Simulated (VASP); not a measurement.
Here is a VASP 6.6.1 calculation.

Contents of INCAR:

```
SYSTEM = SnTe
  ALGO = Normal
  EDIFF = 1E-6
  ENCUT = 520
  GGA = CA
  ISIF = 2
  ISMEAR = -1
  LASPH = .TRUE.
  LCHARG = .TRUE.
  LELF = .TRUE.
  LREAL = .FALSE.
  LVHAR = .TRUE.
  LWAVE = .FALSE.
  NBANDS = 17
  NELM = 80
  PREC = Accurate
  SIGMA = 0.05
```

Contents of KPOINTS:

```
k-points
0
G
  7 7 7
  0 0 0
```

File POSCAR:

```
SnTe
1.0
    0.0000000000      3.6350615711      3.6350615711
    3.6350615711      0.0000000000      3.6350615711
    3.6350615711      3.6350615711      0.0000000000
Te Sn
1 1
Direct
    0.2500000000      0.2500000000      0.2500000000
    0.0000000000      0.0000000000      0.0000000000
```

Potentials or basis: VASP PAW LDA potentials, release 64 (Te, Sn_d).

Launch:

```console
$ cat potpaw_LDA.64/Te/POTCAR potpaw_LDA.64/Sn_d/POTCAR > POTCAR
$ mpirun -np 1 vasp_std > vasp.out
```

What does it give for the band gap on the k mesh?

0.29 eV, indirect (least direct gap 0.77 eV).

Estimate the pressure.

-2.6 GPa.

Caveat: spin-orbit coupling is left out, which moves the levels of the heavy elements. A k mesh can miss the band edges.
